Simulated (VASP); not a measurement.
# Ta (I4/mmm) in VASP: a series of runs, part 2 of 2

VASP 6.6.1. The steps go on from the part before.

## (3) Single point, PBE (strain -0.030 along x and y, +0.015 along z)

INCAR reads:

```
SYSTEM = Ta
ALGO     = Normal         ! electronic algorithm
EDIFF    = 1E-6           ! SCF threshold, eV
ENCUT    = 520            ! plane-wave cutoff, eV
GGA      = PE             ! functional
ISIF     = 2              ! what is computed and relaxed
ISMEAR   = 0              ! smearing method
LASPH    = .TRUE.         ! aspherical terms in the spheres
LCHARG   = .TRUE.         ! write CHGCAR
LELF     = .TRUE.         ! ELF
LREAL    = .FALSE.        ! projectors in reciprocal space
LVHAR    = .TRUE.       
LWAVE    = .FALSE.        ! write WAVECAR
NBANDS   = 12             ! bands
NELM     = 100            ! most SCF steps
PREC     = Accurate       ! precision mode
SIGMA    = 0.15           ! smearing width, eV
```

KPOINTS reads:

```
k-points
0
G
  20 20 20
  0 0 0
```

POSCAR reads:

```
Ta
1.0
   -1.6017416000      1.6017416000      1.6760492000
    1.6017416000     -1.6017416000      1.6760492000
    1.6017416000      1.6017416000     -1.6760492000
Ta
1
Direct
    0.0000000000      0.0000000000      0.0000000000
```

Potentials or basis: VASP PAW PBE potentials, release 64 (Ta_pv).

Launch:

```
> cat potpaw_PBE.64/Ta_pv/POTCAR > POTCAR
> mpirun -np 1 vasp_std > vasp.out
```

OUTCAR:

```text
SYSTEM = Ta
   EDIFF = 1E-6
   ENCUT = 520
   GGA = PE
   ISIF = 2
   ISMEAR = 0
   LASPH = .TRUE.
   LREAL = .FALSE.
   NELM = 100
   PREC = Accurate

 ion  position               nearest neighbor table
   1  0.000  0.000  0.000-

  LATTYP: Found a body centered tetragonal cell.
 ALAT       =     3.2034832000
 C/A-ratio  =     1.0463917526

  Lattice vectors:

 A1 = (  -1.6017416000,   1.6017416000,   1.6760492000)
 A2 = (   1.6017416000,  -1.6017416000,   1.6760492000)
 A3 = (   1.6017416000,   1.6017416000,  -1.6760492000)

Analysis of symmetry for initial positions (statically):
=====================================================================
 Subroutine PRICEL returns:
 Original cell was already a primitive cell.

 Routine SETGRP: Setting up the symmetry group for a
 body centered tetragonal supercell.

 Subroutine GETGRP returns: Found 16 space group operations
 (whereof 16 operations were pure point group operations)
 out of a pool of 16 trial point group operations.

The static configuration has the point symmetry D_4h.

Analysis of symmetry for dynamics (positions and initial velocities):
=====================================================================
 Subroutine PRICEL returns:
 Original cell was already a primitive cell.

 Routine SETGRP: Setting up the symmetry group for a
 body centered tetragonal supercell.

 Subroutine GETGRP returns: Found 16 space group operations
 (whereof 16 operations were pure point group operations)
 out of a pool of 16 trial point group operations.

The dynamic configuration has the point symmetry D_4h.

 Subroutine INISYM returns: Found 16 space group operations
 (whereof 16 operations are pure point group operations),
 and found     1 'primitive' translations

----------------------------------------------------------------------------------------

                                     Primitive cell

  volume of cell :      17.2001

  direct lattice vectors                    reciprocal lattice vectors
    -1.601741600  1.601741600  1.676049200     0.000000000  0.312160214  0.298320598
     1.601741600 -1.601741600  1.676049200     0.312160214  0.000000000  0.298320598
     1.601741600  1.601741600 -1.676049200     0.312160214  0.312160214  0.000000000

  length of vectors
     2.817852591  2.817852591  2.817852591     0.431786033  0.431786033  0.441461208

  position of ions in fractional coordinates (direct lattice)
     0.000000000  0.000000000  0.000000000

  ion indices of the primitive-cell ions
   primitive index   ion index
                 1           1

----------------------------------------------------------------------------------------

 KPOINTS: k-points

Automatic generation of k-mesh.
 Grid dimensions read from file:
 generate k-points for:   20   20   20

 Generating k-lattice:

  Cartesian coordinates                     Fractional coordinates (reciprocal lattice)
     0.000000000  0.015608011  0.014916030     0.050000000  0.000000000  0.000000000
     0.015608011  0.000000000  0.014916030     0.000000000  0.050000000  0.000000000
     0.015608011  0.015608011  0.000000000     0.000000000  0.000000000  0.050000000

  Length of vectors
     0.021589302  0.021589302  0.022073060

  Shift w.r.t. Gamma in fractional coordinates (k-lattice)
     0.000000000  0.000000000  0.000000000

 Subroutine IBZKPT returns following result:
 ===========================================

 Found    641 irreducible k-points:

 Following reciprocal coordinates:
            Coordinates               Weight
  0.000000  0.000000  0.000000      1.000000
  0.050000 -0.000000  0.000000      8.000000
  0.100000 -0.000000  0.000000      8.000000
  0.150000 -0.000000  0.000000      8.000000
  0.200000 -0.000000  0.000000      8.000000
  0.250000 -0.000000  0.000000      8.000000
[... 16 lines left out ...]
 -0.400000  0.050000 -0.000000     16.000000
 -0.350000  0.050000  0.000000     16.000000
 [... further k-points ...]
   k-points           NKPTS =    641   k-points in BZ     NKDIM =    641   number of bands    NBANDS=     12
   number of dos      NEDOS =    301   number of ions     NIONS =      1
   total plane-waves  NPLWV =  13824
   dimension x,y,z NGX =    24 NGY =   24 NGZ =   24
   dimension x,y,z NGXF=    48 NGYF=   48 NGZF=   48
   ions per type =               1
   NGX,Y,Z   is equivalent  to a cutoff of  14.16, 14.16, 14.16 a.u.
   NGXF,Y,Z  is equivalent  to a cutoff of  28.32, 28.32, 28.32 a.u.
 SYSTEM =  Ta
   PREC   = accura    normal or accurate (medium, high low for compatibility)
   ISTART =      0    job   : 0-new  1-cont  2-samecut
   ICHARG =      2    charge: 1-file 2-atom 10-const
   ISPIN  =      1    spin polarized calculation?
   LNONCOLLINEAR =      F non collinear calculations
   LSORBIT =      F    spin-orbit coupling
   LASPH  =      T    aspherical Exc in radial PAW
   ENCUT  =  520.0 eV  38.22 Ry    6.18 a.u.   5.24  5.24  5.24*2*pi/ulx,y,z
   NELM   =    100;   NELMIN=  2; NELMDL= -5     # of ELM steps
   EDIFF  = 0.1E-05   stopping-criterion for ELM
   LREAL  =      F    real-space projection
   EDIFFG = 0.1E-04   stopping-criterion for IOM
   NSW    =      0    number of steps for IOM
   IBRION =     -1    ionic relax: 0-MD 1-quasi-New 2-CG
   NFREE  =      0    steps in history (QN), initial steepest desc. (CG)
   ISIF   =      2    stress and relaxation
   ISYM   =      2    0-nonsym 1-usesym 2-fastsym
   POTIM  = 0.5000    time-step for ionic-motion
   TEBEG  =    0.0;   TEEND  =   0.0 temperature during run
   PSTRESS=    0.0 pullay stress
   NELECT =      11.0000    total number of electrons
   NUPDOWN=      -1.0000    fix difference up-down
   EMIN   =  10.00;   EMAX   =-10.00  energy-range for DOS
   EFERMI =   0.00;   METHOD = LEGACY
   ISMEAR =     0;   SIGMA  =   0.15  broadening in eV -4-tet -1-fermi 0-gaus
   EFERMI_NEDOS =   21; number of points for ismear=-14 and -15
   IALGO  =     38    algorithm
   IMIX   =      4    mixing-type and parameters
     AMIX     =   0.40;   BMIX     =  1.00
     AMIX_MAG =   1.60;   BMIX_MAG =  1.00
  volume/ion in A,a.u.               =      17.20       116.07
  Fermi-wavevector in a.u.,A,eV,Ry     =   1.410463  2.665389 27.067528  1.989407
  Thomas-Fermi vector in A             =   2.532415
   LORBIT       =      0    0 simple, 1 ext, 2 COOP (PROOUT), +10 PAW based schemes
   GGA     = PE    functional components
   LHFCALC =     F    Hartree Fock is set to
   AEXX    =    0.0000 exact exchange contribution
   IVDW    =     0    specifies the selected vdW correction
   LEPSILON=     F    determine dielectric tensor
   LRPA    =     F    only Hartree local field effects (RPA)
 non-spin polarized calculation
 Gauss-broadening in eV      SIGMA  =   0.15
  energy-cutoff  :      520.00
  volume of cell :       17.20
 maximum number of plane-waves:       476
 NGX is ok and might be reduce to    24
   NGX = 11   NGY = 11   NGZ = 11

 number of electron      11.0000001 magnetization

 Free energy of the ion-electron system (eV)
  ---------------------------------------------------
  ext. energy  EPLUGINS =         0.00000000
  ---------------------------------------------------
  free energy    TOTEN  =       -11.76536391 eV

  energy without entropy =      -11.75116596  energy(sigma->0) =      -11.75826494

 E-fermi :   5.8669     XC(G=0): -12.8555

 val. band max:        5.8663529118   @ k =  -0.3500   0.3000   0.0000
 cond. band min:       5.8803697573   @ k =  -0.2500   0.1500   0.0500
 fundamental gap:      0.0140168454
 Fermi energy:         5.8669218449

 k-point     1 :       0.0000    0.0000    0.0000
  band No.  band energies     occupation
      1     -27.0240      2.00000
      2     -27.0157      2.00000
      3     -27.0157      2.00000
      4      -2.2243      2.00000
      5       6.4249      0.00000
      6       6.4249      0.00000
      7       7.0149      0.00000
      8       9.6083      0.00000
      9      10.4241      0.00000
     10      20.5652      0.00000
     11      20.7237      0.00000
     12      21.3997      0.00000
[... 331 lines left out ...]
 k-point    24 :      -0.3500    0.0500    0.0000
  band No.  band energies     occupation
      1     -28.0424      2.00000
      2     -27.3271      2.00000
      3     -27.0371      2.00000
      4       1.0359      2.00000
      5       4.9194      2.00000
      6       5.7138      1.85111
      7       9.3395      0.00000
      8      10.7043      0.00000
      9      11.1869      0.00000
     10      20.1111      0.00000
     11      20.6767      0.00000
     12      21.0853      0.00000

 [... further k-points ...]
[... 5 lines left out ...]
  --------------------------------------------------------------------------------------
  -------------------------------------------------------------------------------------
  Total        1.6997834      1.6997834      1.0766427      0.0000000     -0.0000000      0.0000000
  in kB      158.3333827    158.3333827    100.2883592      0.0000000     -0.0000000      0.0000000
  external PRESSURE =     138.9850415 kB  Pullay stress =       0.0000000 kB

 VOLUME and BASIS-vectors are now :
 -----------------------------------------------------------------------------
  energy-cutoff  :      520.00
  volume of cell :       17.20
      direct lattice vectors                 reciprocal lattice vectors
    -1.601741600  1.601741600  1.676049200     0.000000000  0.312160214  0.298320598
     1.601741600 -1.601741600  1.676049200     0.312160214  0.000000000  0.298320598
     1.601741600  1.601741600 -1.676049200     0.312160214  0.312160214  0.000000000

 POSITION                                       TOTAL-FORCE (eV/Angst)
 -----------------------------------------------------------------------------------
      0.00000      0.00000      0.00000        -0.000000     -0.000000      0.000000
 -----------------------------------------------------------------------------------
    total drift:                               -0.000000      0.000000      0.000000

  FREE ENERGIE OF THE ION-ELECTRON SYSTEM (eV)
  ---------------------------------------------------
  free  energy   TOTEN  =       -11.7653639140 eV

  energy  without entropy=      -11.7511659632  energy(sigma->0) =      -11.75826494
```

Run time: 79 s. Hardware: 1 thread of AMD EPYC 7R13 (Zen 3), shared host; peak memory 0.22 GiB.

Results:

| Property | Result |
| --- | --- |
| Free energy | -11.7654 eV |
| Pressure | 13.9 GPa |

Stress tensor (GPa, compression positive):
```
15.83  0.00  0.00
 0.00 15.83  0.00
 0.00  0.00 10.03
```

Caveat: the cell differs from its parent crystal (strain -0.030 along x and y, +0.015 along z); spin-orbit coupling is left out, which moves the levels of the heavy elements.

## (4) Single point, PBE (strain -0.030 along x and y, +0.030 along z)

INCAR reads:

```
SYSTEM = Ta
ALGO     = Normal         ! electronic algorithm
EDIFF    = 1E-6           ! SCF threshold, eV
ENCUT    = 520            ! plane-wave cutoff, eV
GGA      = PE             ! functional
ISIF     = 2              ! what is computed and relaxed
ISMEAR   = 0              ! smearing method
LASPH    = .True.         ! aspherical terms in the spheres
LCHARG   = .False.        ! write CHGCAR
LREAL    = .False.        ! projectors in reciprocal space
LWAVE    = .False.        ! write WAVECAR
NBANDS   = 12             ! bands
NELM     = 60             ! most SCF steps
PREC     = Accurate       ! precision mode
SIGMA    = 0.15           ! smearing width, eV
```

KPOINTS reads:

```
k-points
0
Gamma
  20 20 20
  0 0 0
```

POSCAR reads:

```
Ta
1.0
   -1.6017416000      1.6017416000      1.7008184000
    1.6017416000     -1.6017416000      1.7008184000
    1.6017416000      1.6017416000     -1.7008184000
Ta
1
Direct
    0.0000000000      0.0000000000      0.0000000000
```

Launch:

```
> cat potpaw_PBE.64/Ta_pv/POTCAR > POTCAR
> mpirun -np 1 vasp_std > vasp.out
```

Wall time 74 s (1 thread of AMD EPYC 7R13 (Zen 3), shared host); peak memory 0.22 GiB.

The run converged. Its results:

```yaml
Free_energy: -11.7779 eV
Pressure: 10.5 GPa
```

Stress tensor (GPa, compression positive):
```
12.87  0.00  0.00
 0.00 12.87  0.00
 0.00  0.00  5.69
```

Levels at points of the mesh, in eV from the Fermi level:
| k point | band 3 | band 4 | band 5 | band 6 | band 7 | band 8 |
| --- | --- | --- | --- | --- | --- | --- |
| (0.00, 0.00, 0.00) | -32.95 | -8.05 | 0.51 | 0.51 | 1.27 | 3.55 |
| (0.50, 0.00, 0.00) | -32.96 | -4.54 | -1.36 | 1.59 | 3.45 | 5.14 |
| (0.50, 0.50, 0.00) | -33.01 | -4.52 | -2.15 | 2.04 | 4.71 | 5.45 |
| (0.50, 0.50, 0.50) | -33.80 | -4.10 | -3.90 | 6.93 | 7.18 | 7.18 |

Caveat: the cell differs from its parent crystal (strain -0.030 along x and y, +0.030 along z); spin-orbit coupling is left out, which moves the levels of the heavy elements.

## (5) The runs side by side

```tsv
cell	gap on the mesh (eV)	pressure (GPa)
a = 2.803 Å, angles 110.3, 110.3, 107.8°, 1 atom	none	17.6
a = 2.818 Å, angles 110.7, 110.7, 107.0°, 1 atom	none	13.9
a = 2.833 Å, angles 111.1, 111.1, 106.2°, 1 atom	none	10.5
```

Alike in all rows: task single point; level PBE; potentials or basis VASP PAW PBE potentials, release 64 (Ta_pv); no spin polarisation; k mesh 20 × 20 × 20; cutoff (eV) 520; smearing gaussian 0.15 eV.

Caveats: spin-orbit coupling is left out, which moves the levels of the heavy elements.

Absolute energies hang on the potentials; compare differences alone.
